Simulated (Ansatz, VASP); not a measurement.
## Two plane-wave programs on SiGe7

File INCAR:

```
SYSTEM = SiGe7
PREC = Accurate
ENCUT = 600
EDIFF = 1E-7
ISMEAR = 0
SIGMA = 0.01
LREAL = .False.
LASPH = .True.
NELM = 100
ALGO = Normal
ISIF = 3
LWAVE = .False.
LCHARG = .False.
GGA = PE
IBRION = 2
NSW = 100
EDIFFG = -0.01
```

File KPOINTS:

```
Automatic mesh
0
Gamma
  6 6 6
  0 0 0
```

Contents of POSCAR:

```
SiGe7
1.0
    5.7030907743      0.0000000000      0.0000000000
    0.0000000000      5.7030907743      0.0000000000
    0.0000000000      0.0000000000      5.7030907743
Si Ge
1 7
Direct
    0.0000000000      0.0000000000      0.0000000000
    0.7538320845      0.7538320845      0.2461679155
    0.7538320845      0.2461679155      0.7538320845
    0.5000000000      0.5000000000      0.0000000000
    0.2461679155      0.7538320845      0.7538320845
    0.5000000000      0.0000000000      0.5000000000
    0.2461679155      0.2461679155      0.2461679155
    0.0000000000      0.5000000000      0.5000000000
```

Input for Ansatz:

```yaml
crystal:
  lattice:
    - [5.7030907743, 0.0, 0.0]
    - [0.0, 5.7030907743, 0.0]
    - [0.0, 0.0, 5.7030907743]
  atoms:
    - { symbol: Si, position: [0.0, 0.0, 0.0] }
    - { symbol: Ge, position: [0.7538320845, 0.7538320845, 0.2461679155] }
    - { symbol: Ge, position: [0.7538320845, 0.2461679155, 0.7538320845] }
    - { symbol: Ge, position: [0.5, 0.5, 0.0] }
    - { symbol: Ge, position: [0.2461679155, 0.7538320845, 0.7538320845] }
    - { symbol: Ge, position: [0.5, 0.0, 0.5] }
    - { symbol: Ge, position: [0.2461679155, 0.2461679155, 0.2461679155] }
    - { symbol: Ge, position: [0.0, 0.5, 0.5] }
basis:
  ecutwfc: 420
kpoints:
  mp_grid: { grid: [6, 6, 6] }
hamiltonian:
  xc: pbe
scf:
  occupations: { method: gaussian, width: 0.01 }
output:
  forces: true
  stress: true
  eigenvalues: true
relax:
  adjacent_minimum: "off"
  f_tol: 0.01
  max_steps: 80
  cell: { stress_tol: 0.05 }
```

Alike in both runs: task relaxation of cell and atoms; functional PBE; k mesh 6 × 6 × 6; occupations gaussian, width 0.01 eV; no spin polarisation.

|  | VASP | Ansatz |
| --- | --- | --- |
| version | VASP 6.6.1 | Ansatz 0.2.0 |
| potentials or method | VASP PAW PBE potentials, release 64 (Si, Ge_d), cutoff 600 eV | scalar-relativistic, plane waves, PAW |
| valence electrons in the cell | 102 | 102 |

```csv
,VASP,Ansatz,Ansatz less VASP
relaxed volume (Å³/atom),23.35,23.37,+0.026
relaxed cell length with the largest relative difference (Å),5.716,5.718,+0.0021
```
